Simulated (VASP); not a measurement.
# TiSi: single point with PBEsol

The system is TiSi.

```
Ti Si
1.0
     3.60079    0.00000    0.00000
     0.00000    7.57857    0.00000
     0.00000    0.00000    4.14290
Ti Si
4 4
Direct
  0.00000 0.48812 0.05075
  0.50000 0.48812 0.55075
  0.50000 0.01188 0.55075
  0.00000 0.01188 0.05075
  0.00000 0.75000 0.55075
  0.00000 0.25000 0.55075
  0.50000 0.25000 0.05075
  0.50000 0.75000 0.05075
```

This cell differs from its parent crystal: atoms displaced along a vibrational mode.

- Program: VASP 6.6.1
- Task: single point
- Functional: PBEsol
- Potentials or basis: VASP PAW PBE potentials, release 64 (Ti_sv, Si)
- Cutoff: 520 eV
- k mesh: 12 × 6 × 10
- Occupations: gaussian, width 0.15 eV
- Spin: no spin polarisation
- Dipole correction: no
- Further INCAR settings: ALGO = Normal; EDIFF = 1e-06; NBANDS = 42

- Pressure: 0.8 GPa
- Largest force: 0.809 eV/Å
- Band gap on the k mesh: zero (bands 32 and 33 overlap by 1.16 eV)

Forces on the atoms (eV/Å):
```
Ti   0.000  0.809  0.000
Ti   0.000  0.809  0.000
Ti   0.000 -0.809  0.000
Ti   0.000 -0.809  0.000
Si   0.000  0.000  0.000
Si   0.000  0.000  0.000
Si   0.000  0.000  0.000
Si   0.000  0.000  0.000
```

Stress tensor (GPa, compression positive):
```
1.07 0.00 0.00
0.00 0.32 0.00
0.00 0.00 0.86
```

Levels at points of the mesh, in eV from the Fermi level:
```csv
k point,band 28,band 29,band 30,band 31,band 32,band 33,band 34,band 35,band 36,band 37
"(0.00, 0.00, 0.00)",-1.61,-1.38,-1.27,-0.97,-0.95,-0.42,0.62,0.68,1.69,1.75
"(0.50, 0.00, 0.00)",-2.35,-2.09,-2.09,-0.30,-0.30,0.02,0.02,0.59,0.59,1.30
"(0.00, 0.50, 0.00)",-1.17,-1.09,-1.06,-0.69,0.28,0.47,0.49,0.58,0.62,0.96
"(0.50, 0.50, 0.00)",-2.14,-1.82,-1.82,-1.37,-1.37,0.18,0.18,0.25,0.25,1.95
"(0.00, 0.00, 0.50)",-1.96,-0.77,-0.77,0.56,0.56,0.62,0.62,0.80,0.80,0.82
"(0.50, 0.00, 0.50)",-2.62,-1.79,-1.79,-0.88,-0.88,1.34,1.34,1.65,1.65,1.81
"(0.00, 0.50, 0.50)",-1.20,-0.95,-0.95,-0.40,-0.40,0.69,0.69,0.74,0.74,0.75
"(0.50, 0.50, 0.50)",-2.81,-1.15,-1.15,-1.02,-1.02,1.69,1.69,1.75,1.75,2.09
```

Wall time 17 min on 1 thread of Intel Xeon 8259CL, on a shared host, peak memory 0.64 GiB.

Caveat: the cell differs from its parent crystal (atoms displaced along a vibrational mode); the PAW data sets were made with another functional, which shifts forces and pressure a little.
